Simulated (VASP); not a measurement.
# Si2N in VASP: notebook

The runs below take Si2N through single point, relaxation of cell and atoms, with PBE.

Program: VASP 6.6.1. These are calculated values, not measurements. Logs are shortened: lines on timing, memory, paths and dates and some standing lists are left out, and cuts for length are marked.

## Step 1: The cell of the first run

The typed cell holds 3 atoms: a = 2.746 Å, b = 2.746 Å, c = 5.132 Å, α = 90.00°, β = 90.00°, γ = 89.95°.

The cell was built from a structure type or drawn by symmetry, and may not be a known phase.

## Step 2: Single point, PBE

Contents of INCAR:

```
PREC = Accurate
ENCUT = 520
EDIFF = 1E-6
ISMEAR = 0
SIGMA = 0.1
LREAL = False
LASPH = True
NELM = 60
ALGO = Normal
ISIF = 2
LWAVE = False
LCHARG = False
GGA = PE
NBANDS = 14
```

Contents of KPOINTS:

```
Automatic mesh
0
Gamma
  6 6 4
```

Contents of POSCAR:

```
Si2N
1.0
    1.9428392410     -1.9410346346      0.0000000000
    1.9428392410      1.9410346346      0.0000000000
    0.0000000000      0.0000000000      5.1322947447
Si N
2 1
Direct
    0.5000000000      0.0000000000      0.2443053757
    0.0000000000      0.5000000000      0.7556946243
    0.0000000000      0.0000000000      0.0000000000
```

Potentials or basis: VASP PAW PBE potentials, release 64 (Si, N).

Launch:

```bash
$ cat potpaw_PBE.64/Si/POTCAR potpaw_PBE.64/N/POTCAR > POTCAR
$ mpirun -np 1 vasp_std > vasp.out
```

OUTCAR:

```text
PREC = Accurate
   ENCUT = 520
   EDIFF = 1E-6
   ISMEAR = 0
   LREAL = False
   LASPH = True
   NELM = 60
   ISIF = 2
   GGA = PE

 ion  position               nearest neighbor table
   1  0.500  0.000  0.244-   3 1.86   3 1.86
   2  0.000  0.500  0.756-   3 1.86   3 1.86
   3  0.000  0.000  0.000-   1 1.86   2 1.86   2 1.86   1 1.86

  LATTYP: Found a base centered orthorhombic cell.
 ALAT       =     3.8820692692
 B/A-ratio  =     1.0009297137
 C/A-ratio  =     1.3220513053

  Lattice vectors:

 A1 = (  -1.9428392410,  -1.9410346346,   0.0000000000)
 A2 = (   1.9428392410,  -1.9410346346,   0.0000000000)
 A3 = (   0.0000000000,   0.0000000000,   5.1322947447)

Analysis of symmetry for initial positions (statically):
=====================================================================
 Subroutine PRICEL returns:
 Original cell was already a primitive cell.

 Routine SETGRP: Setting up the symmetry group for a
 base centered orthorhombic supercell.

 Subroutine GETGRP returns: Found  4 space group operations
 (whereof  4 operations were pure point group operations)
 out of a pool of  8 trial point group operations.

The static configuration has the point symmetry D_2 .

Analysis of symmetry for dynamics (positions and initial velocities):
=====================================================================
 Subroutine PRICEL returns:
 Original cell was already a primitive cell.

 Routine SETGRP: Setting up the symmetry group for a
 base centered orthorhombic supercell.

 Subroutine GETGRP returns: Found  4 space group operations
 (whereof  4 operations were pure point group operations)
 out of a pool of  8 trial point group operations.

The dynamic configuration has the point symmetry D_2 .

 Subroutine INISYM returns: Found  4 space group operations
 (whereof  4 operations are pure point group operations),
 and found     1 'primitive' translations

----------------------------------------------------------------------------------------

                                     Primitive cell

  volume of cell :      38.7090

  direct lattice vectors                    reciprocal lattice vectors
     1.942839241 -1.941034635  0.000000000     0.257355312 -0.257594579  0.000000000
     1.942839241  1.941034635  0.000000000     0.257355312  0.257594579  0.000000000
     0.000000000  0.000000000  5.132294745     0.000000000  0.000000000  0.194844616

  length of vectors
     2.746313851  2.746313851  5.132294745     0.364124600  0.364124600  0.194844616

  position of ions in fractional coordinates (direct lattice)
     0.500000000  1.000000000  0.244305376
     1.000000000  0.500000000  0.755694624
[... 93 lines left out ...]
   EFERMI =   0.00;   METHOD = LEGACY
   ISMEAR =     0;   SIGMA  =   0.10  broadening in eV -4-tet -1-fermi 0-gaus
   EFERMI_NEDOS =   21; number of points for ismear=-14 and -15
   IALGO  =     38    algorithm
   IMIX   =      4    mixing-type and parameters
     AMIX     =   0.40;   BMIX     =  1.00
     AMIX_MAG =   1.60;   BMIX_MAG =  1.00
  volume/ion in A,a.u.               =      12.90        87.07
  Fermi-wavevector in a.u.,A,eV,Ry     =   1.137938  2.150392 17.618232  1.294904
  Thomas-Fermi vector in A             =   2.274643
   LORBIT       =      0    0 simple, 1 ext, 2 COOP (PROOUT), +10 PAW based schemes
   GGA     = PE    functional components
   LHFCALC =     F    Hartree Fock is set to
   AEXX    =    0.0000 exact exchange contribution
   IVDW    =     0    specifies the selected vdW correction
   LEPSILON=     F    determine dielectric tensor
   LRPA    =     F    only Hartree local field effects (RPA)
 non-spin polarized calculation
 Gauss-broadening in eV      SIGMA  =   0.10
  energy-cutoff  :      520.00
  volume of cell :       38.71
 maximum number of plane-waves:      1056
   NGX = 11   NGY = 11   NGZ = 19

 number of electron      13.0000003 magnetization

 Free energy of the ion-electron system (eV)
  ---------------------------------------------------
  ext. energy  EPLUGINS =         0.00000000
  ---------------------------------------------------
  free energy    TOTEN  =       -18.96764279 eV

  energy without entropy =      -18.96195717  energy(sigma->0) =      -18.96479998

 E-fermi :   8.1623     XC(G=0): -10.8937

 val. band max:        8.1338623361   @ k =   0.0000   0.0000   0.0000
 cond. band min:       8.2325837321   @ k =  -0.3333   0.3333   0.5000
 fundamental gap:      0.0987213960
 Fermi energy:         8.1622776267

 k-point     1 :       0.0000    0.0000    0.0000
  band No.  band energies     occupation
      1     -10.5213      2.00000
      2      -2.3614      2.00000
      3      -0.3334      2.00000
      4       4.5623      2.00000
      5       4.5630      2.00000
      6       8.1339      1.31221
      7       9.4421      0.00000
      8      14.9559      0.00000
      9      15.8587      0.00000
     10      15.8606      0.00000
     11      16.3373      0.00000
     12      16.4533      0.00000
     13      16.4556      0.00000
     14      16.6153      0.00000
[... 377 lines left out ...]
      1      -7.8528      2.00000
      2      -0.5436      2.00000
      3       0.5863      2.00000
      4       1.5468      2.00000
      5       5.0121      2.00000
      6       6.7463      2.00000
      7       6.8627      2.00000
      8       9.9377      0.00000
      9      10.4991      0.00000
     10      12.9976      0.00000
     11      13.4610      0.00000
     12      15.0976      0.00000
     13      16.5313      0.00000
     14      18.2466      0.00000

 [... further k-points ...]

------------------------ aborting loop because EDIFF is reached ----------------------------------------

  FORCE on cell =-STRESS in cart. coord.  units (eV):
  Direction    XX          YY          ZZ          XY          YZ          ZX
  --------------------------------------------------------------------------------------
  -------------------------------------------------------------------------------------
  Total        0.0311419      0.0458883      0.0195234      0.0000000      0.0000000      0.0000000
  in kB        1.2889753      1.8993305      0.8080810      0.0000000      0.0000000      0.0000000
  external PRESSURE =       1.3321289 kB  Pullay stress =       0.0000000 kB

 VOLUME and BASIS-vectors are now :
 -----------------------------------------------------------------------------
  energy-cutoff  :      520.00
  volume of cell :       38.71
      direct lattice vectors                 reciprocal lattice vectors
     1.942839241 -1.941034635  0.000000000     0.257355312 -0.257594579  0.000000000
     1.942839241  1.941034635  0.000000000     0.257355312  0.257594579  0.000000000
     0.000000000  0.000000000  5.132294745     0.000000000  0.000000000  0.194844616

 POSITION                                       TOTAL-FORCE (eV/Angst)
 -----------------------------------------------------------------------------------
      0.97142     -0.97052      1.25385        -0.000000     -0.000000     -0.034292
      0.97142      0.97052      3.87845         0.000000      0.000000      0.034292
      0.00000      0.00000      0.00000        -0.000000     -0.000000      0.000000
 -----------------------------------------------------------------------------------
    total drift:                               -0.000000     -0.000000     -0.000000

  FREE ENERGIE OF THE ION-ELECTRON SYSTEM (eV)
  ---------------------------------------------------
  free  energy   TOTEN  =       -18.9676427853 eV

  energy  without entropy=      -18.9619571718  energy(sigma->0) =      -18.96479998
```

stdout:

```text
POSCAR found type information on POSCAR SiN
 POSCAR found :  2 types and       3 ions
 scaLAPACK will be used
 LDA part: xc-table for (Slater+PW92), standard interpolation
 POSCAR, INCAR and KPOINTS ok, starting setup
 FFT: planning ... GRIDC
 FFT: planning ... GRID_SOFT
 FFT: planning ... GRID
 WAVECAR not read
 entering main loop
```

It took 9.7 s on 1 thread of AMD EPYC 7R13 (Zen 3), shared host; peak memory 0.11 GiB.

Results:

| Property | Result |
| --- | --- |
| Free energy | -18.9676 eV |
| Pressure | 0.1 GPa |
| Largest force | 0.034 eV/Å |
| Band gap on the k mesh | zero (an odd number of electrons rules out a gap without spin polarisation) |

Forces on the atoms (eV/Å):
```
Si   0.000  0.000 -0.034
Si   0.000  0.000  0.034
N    0.000  0.000  0.000
```

Caveat: the k points lie up to 0.38 Å⁻¹ apart, too coarse for converged energies and pressures of a metal.

## Step 3: Single point, PBE

This run uses another cell than the first one, of 11.34 Å³/atom.

Contents of INCAR:

```
SYSTEM = Si2N
PREC = Accurate ; ENCUT = 520
EDIFF = 1E-6 ; ISMEAR = 0
SIGMA = 0.1 ; LREAL = .FALSE.
LASPH = .TRUE. ; NELM = 100
ALGO = Normal ; ISIF = 2
LWAVE = .FALSE. ; LCHARG = .FALSE.
GGA = PE ; NBANDS = 14
```

Contents of KPOINTS:

```
Automatic mesh
0
G
  4 8 4
  0 0 0
```

Contents of POSCAR:

```
Si2N
1.0
    3.9096707719      0.0000000000     -0.6917368908
    0.0000000000      4.1656748183      0.0000000000
   -1.5960977372      0.0000000000      2.3705131773
Si N
2 1
Direct
    0.5000000000      0.3259184306      0.0000000000
    0.0000000000      0.7177238840      0.0000000000
    0.0000000000      1.0218119854      0.5000000000
```

Potentials or basis: VASP PAW PBE potentials, release 64 (Si, N).

Launch:

```bash
$ cat potpaw_PBE.64/Si/POTCAR potpaw_PBE.64/N/POTCAR > POTCAR
$ mpirun -np 1 vasp_std > vasp.out
```

Run time: 17 s. Hardware: 1 thread of AMD EPYC 7R13 (Zen 3), shared host; peak memory 0.13 GiB.

Results (log left out):

- Free energy: -18.7911 eV
- Pressure: 0.0 GPa
- Largest force: 0.011 eV/Å
- Band gap on the k mesh: zero (an odd number of electrons rules out a gap without spin polarisation)

Forces in eV/Å, atoms in the order of the input:
```
Si   0.000  0.011  0.000
Si   0.000 -0.011  0.000
N    0.000  0.000  0.000
```

Stress tensor (GPa, compression positive):
```
-0.04  0.00 -0.07
 0.00  0.22  0.00
-0.07  0.00 -0.24
```

Levels at points of the mesh, in eV from the Fermi level:
```csv
k point,band 2,band 3,band 4,band 5,band 6,band 7,band 8,band 9,band 10,band 11
"(0.00, 0.00, 0.00)",-10.28,-9.26,-4.28,-4.24,0.64,2.80,4.19,4.65,5.15,8.25
"(0.50, 0.00, 0.00)",-11.02,-7.51,-6.18,-4.83,-3.52,-1.16,5.21,6.01,6.11,8.18
"(0.00, 0.50, 0.00)",-13.49,-4.09,-4.06,-4.01,-1.72,2.72,3.05,3.93,5.42,6.98
"(0.50, 0.50, 0.00)",-10.16,-9.89,-8.05,-3.43,-1.68,2.77,3.71,6.44,6.52,7.05
"(0.00, 0.00, 0.50)",-8.76,-8.32,-6.36,-5.35,-2.35,-1.69,-0.98,2.16,3.63,4.06
"(0.50, 0.00, 0.50)",-11.02,-7.50,-6.18,-4.83,-3.52,-1.16,5.21,6.01,6.11,8.18
"(0.00, 0.50, 0.50)",-8.21,-7.92,-7.87,-4.29,-3.81,-3.05,-1.93,1.26,7.72,8.45
"(0.50, 0.50, 0.50)",-10.15,-9.89,-8.05,-3.43,-1.68,2.77,3.71,6.43,6.52,7.05
```

Caveat: the k points lie up to 0.55 Å⁻¹ apart, too coarse for converged energies and pressures of a metal.

## Step 4: Relaxation of cell and atoms, PBE

This run uses another cell than the first one, of 11.34 Å³/atom.

Contents of INCAR:

```
SYSTEM = Si2N
PREC     = Accurate       ! precision mode
ENCUT    = 600            ! plane-wave cutoff, eV
EDIFF    = 1E-6           ! SCF threshold, eV
ISMEAR   = 0              ! smearing method
SIGMA    = 0.1            ! smearing width, eV
LREAL    = .False.        ! projectors in reciprocal space
LASPH    = .True.         ! aspherical terms in the spheres
NELM     = 80             ! most SCF steps
ALGO     = Normal         ! electronic algorithm
ISIF     = 3              ! what is computed and relaxed
LWAVE    = .False.        ! write WAVECAR
LCHARG   = .False.        ! write CHGCAR
GGA      = PE             ! functional
IBRION   = 2              ! ionic algorithm
NSW      = 90             ! ionic steps
EDIFFG   = -0.04          ! ionic threshold
```

Contents of KPOINTS:

```
regular mesh
0
Gamma
  6 6 4
  0 0 0
```

Contents of POSCAR:

```
Si2N
1.0
    1.9851968083     -2.0561806806      0.0000000000
    1.9851968083      2.0561806806      0.0000000000
    0.0000000000      0.0000000000      4.1656748183
Si N
2 1
Direct
    0.5000000000      0.0000000000      0.3041064453
    0.0000000000      0.5000000000      0.6958935547
    0.0000000000      0.0000000000      0.0000000000
```

Launch:

```bash
$ cat potpaw_PBE.64/Si/POTCAR potpaw_PBE.64/N/POTCAR > POTCAR
$ mpirun -np 1 vasp_std > vasp.out
```

Run time: 2.9 min. Hardware: 1 thread of AMD EPYC 7R13 (Zen 3), shared host; peak memory 0.13 GiB.

It converged, with:

- Free energy: -18.9616 eV
- Relaxed volume: 12.80 Å³/atom
- Relaxed cell: a = 2.748 Å, b = 2.748 Å, c = 5.087 Å, α = 90.00°, β = 90.00°, γ = 90.56°
- Space group after relaxing (to 0.1 Å): P-4m2 (No. 115)
- Energy gained by relaxing: 75.7 meV/atom
- Ionic steps: 39
- Pressure after relaxing: 0.1 GPa
- Largest force after relaxing: 0.032 eV/Å
- Band gap on the k mesh: zero (an odd number of electrons rules out a gap without spin polarisation)

Forces on the atoms (eV/Å):
```
Si   0.000  0.000 -0.032
Si   0.000  0.000  0.032
N    0.000  0.000  0.000
```

Stress tensor (GPa, compression positive):
```
 0.37  0.00  0.00
 0.00 -0.25  0.00
 0.00  0.00  0.07
```

The path:
| step | energy change (eV) | largest force (eV/Å) | pressure (GPa) | volume (Å³) |
| --- | --- | --- | --- | --- |
| 1 | 0.0000 | 0.8988 | 0.68 | 34.01 |
| 2 | -0.0795 | 0.3459 | 1.48 | 34.24 |
| 3 | -0.0984 | 0.0735 | 2.41 | 34.37 |
| 4 | -0.1044 | 0.5326 | 4.85 | 34.61 |
| 5 | -0.1463 | 0.2779 | 2.40 | 35.38 |
| 6 | -0.1833 | 0.1229 | -1.26 | 36.89 |
| 7 | -0.1833 | 0.1356 | -1.35 | 36.93 |
| 8 | -0.1861 | 0.0874 | -0.57 | 36.85 |
| 9 | -0.1986 | 0.0230 | 1.84 | 36.58 |
| 10 | -0.1813 | 0.6242 | 6.83 | 36.02 |
| 11 | -0.2018 | 0.2223 | 3.37 | 36.40 |
| 12 | -0.2019 | 0.1877 | 3.16 | 36.43 |
| 13 | -0.2026 | 0.2049 | 3.22 | 36.43 |
| 14 | -0.2036 | 0.2539 | 3.46 | 36.43 |
| 15 | -0.2037 | 0.2708 | 3.56 | 36.43 |
| 16 | -0.2051 | 0.2438 | 3.35 | 36.48 |
| 17 | -0.2087 | 0.1642 | 2.69 | 36.62 |
| 18 | -0.2135 | 0.0071 | 1.43 | 36.91 |
| 19 | -0.2138 | 0.2994 | -0.86 | 37.48 |
| 20 | -0.2151 | 0.1577 | 0.21 | 37.21 |
| 21 | -0.2155 | 0.1502 | 0.19 | 37.24 |
| 22 | -0.2165 | 0.1258 | 0.05 | 37.35 |
| 23 | -0.2180 | 0.0827 | -0.15 | 37.56 |
| 24 | -0.2190 | 0.0184 | -0.41 | 37.98 |
| 25 | -0.2200 | 0.0096 | -0.12 | 37.98 |
| 26 | -0.2223 | 0.0662 | 0.69 | 37.97 |
| 27 | -0.2208 | 0.2326 | 2.44 | 37.94 |
| 28 | -0.2238 | 0.1096 | 1.31 | 37.96 |
| 29 | -0.2234 | 0.1825 | 1.92 | 37.95 |
| 30 | -0.2240 | 0.1360 | 1.51 | 37.96 |
| 31 | -0.2244 | 0.1314 | 1.53 | 37.98 |
| 32 | -0.2249 | 0.1210 | 1.43 | 38.04 |
| 33 | -0.2249 | 0.1170 | 1.45 | 38.06 |
| 34 | -0.2254 | 0.0979 | 1.27 | 38.10 |
| 35 | -0.2263 | 0.0402 | 0.78 | 38.20 |
| 36 | -0.2268 | 0.0727 | -0.18 | 38.42 |
| 37 | -0.2268 | 0.0455 | 0.04 | 38.36 |
| 38 | -0.2269 | 0.0420 | 0.04 | 38.37 |
| 39 | -0.2271 | 0.0325 | 0.06 | 38.40 |

Final structure:
```yaml
crystal:
  lattice:
    - [1.93345, -1.95227, 0.00000]
    - [1.93345, 1.95227, 0.00000]
    - [0.00000, 0.00000, 5.08681]
  atoms:
    - { symbol: Si, position: [0.50000, 0.00000, 0.24647] }
    - { symbol: Si, position: [0.00000, 0.50000, 0.75353] }
    - { symbol: N, position: [0.00000, 0.00000, 0.00000] }
```

Levels at points of the mesh, in eV from the Fermi level:
```csv
k point,band 2,band 3,band 4,band 5,band 6,band 7,band 8,band 9,band 10
"(0.00, 0.00, 0.00)",-10.44,-8.54,-3.56,-3.55,0.15,1.34,6.88,7.71,7.74
"(0.50, 0.00, 0.00)",-10.19,-8.12,-4.04,-3.50,-2.84,-2.79,4.47,6.30,7.26
"(0.50, 0.50, 0.00)",-7.99,-7.87,-6.68,-3.17,0.21,0.22,0.32,0.55,3.57
"(0.00, 0.00, 0.50)",-11.79,-4.52,-4.10,-3.55,-3.54,3.03,4.82,6.36,6.41
"(0.50, 0.00, 0.50)",-9.98,-8.77,-5.61,-2.79,-1.60,0.57,1.04,4.88,7.66
"(0.50, 0.50, 0.50)",-7.91,-7.80,-6.96,-2.31,-1.49,-0.85,-0.66,2.56,3.99
```

Caveat: the k points lie up to 0.38 Å⁻¹ apart in the final cell, too coarse for converged energies and pressures of a metal; a cell axis changed by over 15 % at a fixed basis, so the end point is rough.

(Continued in part 2 of 2.)
